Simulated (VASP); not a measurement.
# Al (Fm-3m) in VASP: single point with PBEsol

Aim: the single point of Al with PBEsol.

Program: VASP 6.6.1. These are calculated values, not measurements. Logs are shortened: lines on timing, memory, paths and dates and some standing lists are left out, and cuts for length are marked.

## (1) The cell of the first run

It takes space group Fm-3m (No. 225, cubic). The conventional cell has a = 4.015 Å, b = 4.015 Å, c = 4.015 Å, α = 90.00°, β = 90.00°, γ = 90.00°. Al (site symmetry m-3m) has 12 Al at 2.84 Å within 3.7 Å.

## (2) Single point, PBEsol

INCAR reads:

```
PREC = Accurate ; ENCUT = 500
EDIFF = 1E-6 ; ISMEAR = 0
SIGMA = 0.1 ; LREAL = F
LASPH = T ; NELM = 120
ALGO = Normal ; ISIF = 2
LWAVE = F ; LCHARG = F
GGA = PS ; NBANDS = 8
GGA_COMPAT = F
```

KPOINTS reads:

```
Automatic mesh
0
Gamma
  18 18 18
```

POSCAR reads:

```
Al
1.0
    0.0000000000      2.0075801658      2.0075801658
    2.0075801658      0.0000000000      2.0075801658
    2.0075801658      2.0075801658      0.0000000000
Al
1
Direct
    0.0000000000      0.0000000000      0.0000000000
```

Potentials or basis: VASP PAW PBE potentials, release 64 (Al).

Launch:

```
cat potpaw_PBE.64/Al/POTCAR > POTCAR
mpirun -np 1 vasp_std > vasp.out
```

OUTCAR:

```text
PREC = Accurate
   ENCUT = 500
   EDIFF = 1E-6
   ISMEAR = 0
   LREAL = F
   LASPH = T
   NELM = 120
   ISIF = 2
   GGA = PS

 ion  position               nearest neighbor table
   1  0.000  0.000  0.000-

  LATTYP: Found a face centered cubic cell.
 ALAT       =     4.0151603316

  Lattice vectors:

 A1 = (   0.0000000000,   2.0075801658,   2.0075801658)
 A2 = (   2.0075801658,   0.0000000000,   2.0075801658)
 A3 = (   2.0075801658,   2.0075801658,   0.0000000000)

Analysis of symmetry for initial positions (statically):
=====================================================================
 Subroutine PRICEL returns:
 Original cell was already a primitive cell.

 Routine SETGRP: Setting up the symmetry group for a
 face centered cubic supercell.

 Subroutine GETGRP returns: Found 48 space group operations
 (whereof 48 operations were pure point group operations)
 out of a pool of 48 trial point group operations.

The static configuration has the point symmetry O_h .

Analysis of symmetry for dynamics (positions and initial velocities):
=====================================================================
 Subroutine PRICEL returns:
 Original cell was already a primitive cell.

 Routine SETGRP: Setting up the symmetry group for a
 face centered cubic supercell.

 Subroutine GETGRP returns: Found 48 space group operations
 (whereof 48 operations were pure point group operations)
 out of a pool of 48 trial point group operations.

The dynamic configuration has the point symmetry O_h .

 Subroutine INISYM returns: Found 48 space group operations
 (whereof 48 operations are pure point group operations),
 and found     1 'primitive' translations

----------------------------------------------------------------------------------------

                                     Primitive cell

  volume of cell :      16.1826

  direct lattice vectors                    reciprocal lattice vectors
     0.000000000  2.007580166  2.007580166    -0.249056057  0.249056057  0.249056057
     2.007580166  0.000000000  2.007580166     0.249056057 -0.249056057  0.249056057
     2.007580166  2.007580166  0.000000000     0.249056057  0.249056057 -0.249056057

  length of vectors
     2.839147098  2.839147098  2.839147098     0.431377744  0.431377744  0.431377744

  position of ions in fractional coordinates (direct lattice)
     0.000000000  0.000000000  0.000000000

  ion indices of the primitive-cell ions
   primitive index   ion index
                 1           1

----------------------------------------------------------------------------------------

 KPOINTS: Automatic mesh

Automatic generation of k-mesh.
 Grid dimensions read from file:
 generate k-points for:   18   18   18

 Generating k-lattice:

  Cartesian coordinates                     Fractional coordinates (reciprocal lattice)
    -0.013836448  0.013836448  0.013836448     0.055555556  0.000000000  0.000000000
     0.013836448 -0.013836448  0.013836448     0.000000000  0.055555556  0.000000000
     0.013836448  0.013836448 -0.013836448     0.000000000  0.000000000  0.055555556

  Length of vectors
     0.023965430  0.023965430  0.023965430

  Shift w.r.t. Gamma in fractional coordinates (k-lattice)
     0.000000000  0.000000000  0.000000000

 Subroutine IBZKPT returns following result:
 ===========================================

 Found    195 irreducible k-points:

 Following reciprocal coordinates:
            Coordinates               Weight
  0.000000  0.000000  0.000000      1.000000
  0.055556  0.000000  0.000000      8.000000
  0.111111  0.000000  0.000000      8.000000
  0.166667  0.000000  0.000000      8.000000
  0.222222  0.000000  0.000000      8.000000
  0.277778  0.000000  0.000000      8.000000
[... 16 lines left out ...]
 -0.277778  0.055556  0.000000     24.000000
 -0.222222  0.055556  0.000000     24.000000
 [... further k-points ...]
   k-points           NKPTS =    195   k-points in BZ     NKDIM =    195   number of bands    NBANDS=      8
   number of dos      NEDOS =    301   number of ions     NIONS =      1
   total plane-waves  NPLWV =  13824
   dimension x,y,z NGX =    24 NGY =   24 NGZ =   24
   dimension x,y,z NGXF=    48 NGYF=   48 NGZF=   48
   ions per type =               1
   NGX,Y,Z   is equivalent  to a cutoff of  14.05, 14.05, 14.05 a.u.
   NGXF,Y,Z  is equivalent  to a cutoff of  28.11, 28.11, 28.11 a.u.
 SYSTEM =  unknown system
   PREC   = accura    normal or accurate (medium, high low for compatibility)
   ISTART =      0    job   : 0-new  1-cont  2-samecut
   ICHARG =      2    charge: 1-file 2-atom 10-const
   ISPIN  =      1    spin polarized calculation?
   LNONCOLLINEAR =      F non collinear calculations
   LSORBIT =      F    spin-orbit coupling
   LASPH  =      T    aspherical Exc in radial PAW
   ENCUT  =  500.0 eV  36.75 Ry    6.06 a.u.   5.18  5.18  5.18*2*pi/ulx,y,z
   NELM   =    120;   NELMIN=  2; NELMDL= -5     # of ELM steps
   EDIFF  = 0.1E-05   stopping-criterion for ELM
   LREAL  =      F    real-space projection
   EDIFFG = 0.1E-04   stopping-criterion for IOM
   NSW    =      0    number of steps for IOM
   IBRION =     -1    ionic relax: 0-MD 1-quasi-New 2-CG
   NFREE  =      0    steps in history (QN), initial steepest desc. (CG)
   ISIF   =      2    stress and relaxation
   ISYM   =      2    0-nonsym 1-usesym 2-fastsym
   POTIM  = 0.5000    time-step for ionic-motion
   TEBEG  =    0.0;   TEEND  =   0.0 temperature during run
   PSTRESS=    0.0 pullay stress
   NELECT =       3.0000    total number of electrons
   NUPDOWN=      -1.0000    fix difference up-down
   EMIN   =  10.00;   EMAX   =-10.00  energy-range for DOS
   EFERMI =   0.00;   METHOD = LEGACY
   ISMEAR =     0;   SIGMA  =   0.10  broadening in eV -4-tet -1-fermi 0-gaus
   EFERMI_NEDOS =   21; number of points for ismear=-14 and -15
   IALGO  =     38    algorithm
   IMIX   =      4    mixing-type and parameters
     AMIX     =   0.40;   BMIX     =  1.00
     AMIX_MAG =   1.60;   BMIX_MAG =  1.00
  volume/ion in A,a.u.               =      16.18       109.21
  Fermi-wavevector in a.u.,A,eV,Ry     =   0.933467  1.763997 11.855584  0.871361
  Thomas-Fermi vector in A             =   2.060172
   LORBIT       =      0    0 simple, 1 ext, 2 COOP (PROOUT), +10 PAW based schemes
   GGA     = PS    functional components
   LHFCALC =     F    Hartree Fock is set to
   AEXX    =    0.0000 exact exchange contribution
   IVDW    =     0    specifies the selected vdW correction
   LEPSILON=     F    determine dielectric tensor
   LRPA    =     F    only Hartree local field effects (RPA)
 non-spin polarized calculation
 Gauss-broadening in eV      SIGMA  =   0.10
  energy-cutoff  :      500.00
  volume of cell :       16.18
 maximum number of plane-waves:       424
 NGX is ok and might be reduce to    24
   NGX = 11   NGY = 11   NGZ = 11

 number of electron       3.0000000 magnetization

 Free energy of the ion-electron system (eV)
  ---------------------------------------------------
  ext. energy  EPLUGINS =         0.00000000
  ---------------------------------------------------
  free energy    TOTEN  =        -4.09066955 eV

  energy without entropy =       -4.08768169  energy(sigma->0) =       -4.08917562

 E-fermi :   8.1442     XC(G=0): -10.3278

 val. band max:        8.1297261179   @ k =  -0.2778   0.2778   0.0556
 cond. band min:       8.1527083254   @ k =  -0.4444   0.3333   0.1111
 fundamental gap:      0.0229822074
 Fermi energy:         8.1441541526

 k-point     1 :       0.0000    0.0000    0.0000
  band No.  band energies     occupation
      1      -3.1110      2.00000
      2      20.8563      0.00000
      3      20.8563      0.00000
      4      20.8563      0.00000
      5      22.4956      0.00000
      6      22.4956      0.00000
      7      22.4956      0.00000
      8      24.7799      0.00000

 k-point     2 :       0.0556    0.0000    0.0000
  band No.  band energies     occupation
      1      -3.0260      2.00000
      2      19.3552      0.00000
      3      20.5629      0.00000
      4      20.5629      0.00000
      5      22.9222      0.00000
      6      22.9222      0.00000
      7      23.0432      0.00000
      8      25.6737      0.00000

 k-point     3 :       0.1111    0.0000    0.0000
  band No.  band energies     occupation
      1      -2.7714      2.00000
      2      17.1177      0.00000
      3      20.0640      0.00000
      4      20.0640      0.00000
      5      23.0944      0.00000
      6      23.7921      0.00000
      7      23.7921      0.00000
      8      26.2172      0.00000

 k-point     4 :       0.1667    0.0000    0.0000
  band No.  band energies     occupation
      1      -2.3481      2.00000
      2      14.8604      0.00000
      3      19.6229      0.00000
      4      19.6229      0.00000
      5      22.9244      0.00000
      6      24.3947      0.00000
      7      24.3947      0.00000
      8      25.5684      0.00000

 k-point     5 :       0.2222    0.0000    0.0000
  band No.  band energies     occupation
      1      -1.7577      2.00000
      2      12.6784      0.00000
      3      19.2971      0.00000
      4      19.2971      0.00000
      5      22.7479      0.00000
      6      23.5803      0.00000
      7      23.5803      0.00000
      8      26.5468      0.00000
[... 177 lines left out ...]
 k-point    22 :      -0.3333    0.0556    0.0000
  band No.  band energies     occupation
      1       0.3307      2.00000
      2       8.0992      1.47527
      3      17.3632      0.00000
      4      20.2593      0.00000
      5      20.3169      0.00000
      6      21.7663      0.00000
      7      23.3316      0.00000
      8      26.2354      0.00000

 k-point    23 :      -0.2778    0.0556    0.0000
  band No.  band energies     occupation
      1      -0.6400      2.00000
      2      10.0033      0.00000
      3      17.3812      0.00000
      4      20.2877      0.00000
      5      21.1769      0.00000
      6      22.6364      0.00000
      7      23.2863      0.00000
      8      27.0332      0.00000

 k-point    24 :      -0.2222    0.0556    0.0000
  band No.  band energies     occupation
      1      -1.4494      2.00000
      2      12.0315      0.00000
      3      17.5445      0.00000
      4      20.4233      0.00000
      5      22.1823      0.00000
      6      23.2648      0.00000
      7      23.7072      0.00000
      8      25.9183      0.00000

 [... further k-points ...]

------------------------ aborting loop because EDIFF is reached ----------------------------------------

  FORCE on cell =-STRESS in cart. coord.  units (eV):
  Direction    XX          YY          ZZ          XY          YZ          ZX
  --------------------------------------------------------------------------------------
  -------------------------------------------------------------------------------------
  Total        0.0054064      0.0054064      0.0054064     -0.0000000     -0.0000000     -0.0000000
  in kB        0.5352620      0.5352620      0.5352620     -0.0000000     -0.0000000     -0.0000000
  external PRESSURE =       0.5352620 kB  Pullay stress =       0.0000000 kB

 VOLUME and BASIS-vectors are now :
 -----------------------------------------------------------------------------
  energy-cutoff  :      500.00
  volume of cell :       16.18
      direct lattice vectors                 reciprocal lattice vectors
     0.000000000  2.007580166  2.007580166    -0.249056057  0.249056057  0.249056057
     2.007580166  0.000000000  2.007580166     0.249056057 -0.249056057  0.249056057
     2.007580166  2.007580166  0.000000000     0.249056057  0.249056057 -0.249056057

 POSITION                                       TOTAL-FORCE (eV/Angst)
 -----------------------------------------------------------------------------------
      0.00000      0.00000      0.00000         0.000000      0.000000      0.000000
 -----------------------------------------------------------------------------------
    total drift:                                0.000000     -0.000000     -0.000000

  FREE ENERGIE OF THE ION-ELECTRON SYSTEM (eV)
  ---------------------------------------------------
  free  energy   TOTEN  =        -4.0906695472 eV

  energy  without entropy=       -4.0876816908  energy(sigma->0) =       -4.08917562
```

Wall time 24 s (1 thread of Intel Xeon 8259CL, shared host); peak memory 0.14 GiB.

What came out:

| Item | Value |
| --- | --- |
| Free energy | -4.0907 eV |
| Pressure | 0.1 GPa |
| Band gap on the k mesh | zero (an odd number of electrons rules out a gap without spin polarisation) |

Caveat: the PAW data sets were made with another functional, which shifts forces and pressure a little.
